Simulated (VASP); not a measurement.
**LiGeH3: single point with PBE**

LiGeH3:

```
Li Ge H
1.0
     3.96906    0.00000    0.00000
     0.00000    3.96906    0.00000
     0.00000    0.00000    5.21274
Li Ge H
1 1 3
Direct
  0.50000 0.50000 0.35979
  0.00000 0.00000 0.21594
  0.50000 0.00000 0.25264
  0.00000 0.50000 0.25264
  0.00000 0.00000 0.52719
```

```yaml
Program: VASP 6.6.1
Task: single point
Functional: PBE
Potentials_or_basis: VASP PAW PBE potentials, release 64 (Li_sv, Ge_d, H)
Cutoff: 520 eV
k_mesh: 6 × 6 × 4
Occupations: gaussian, width 0.1 eV
Spin: no spin polarisation
Dipole_correction: no
Further_INCAR_settings: ALGO = Normal; EDIFF = 1e-06; NBANDS = 18
```

- Largest force: 0.012 eV/Å
- Band gap on the k mesh: zero (band 10 reaches 0.79 eV, above the bottom of band 11 at 0.72 eV)

Forces on the atoms (eV/Å):
```
Li   0.000  0.000 -0.001
Ge   0.000  0.000  0.012
H    0.000  0.000  0.001
H    0.000  0.000  0.001
H    0.000  0.000 -0.012
```

Levels at points of the mesh, in eV from the Fermi level:
```csv
k point,band 8,band 9,band 10,band 11,band 12,band 13
"(0.00, 0.00, 0.00)",-3.68,-2.60,-0.03,-0.03,0.14,1.53
"(0.50, 0.00, 0.00)",-6.26,-3.18,-0.71,0.96,2.89,3.19
"(0.50, 0.50, 0.00)",-6.11,-6.11,-2.29,1.83,3.72,5.08
"(0.00, 0.00, 0.50)",-4.41,-2.58,0.04,0.04,0.23,4.08
"(0.50, 0.00, 0.50)",-6.21,-3.77,-0.80,1.02,1.69,4.94
"(0.50, 0.50, 0.50)",-6.07,-6.07,-2.96,2.14,3.54,3.54
```

Wall time 34 s on 1 thread of Intel(R) Xeon(R) Platinum 8488C (Sapphire Rapids) (shared host), peak memory 0.2 GiB.
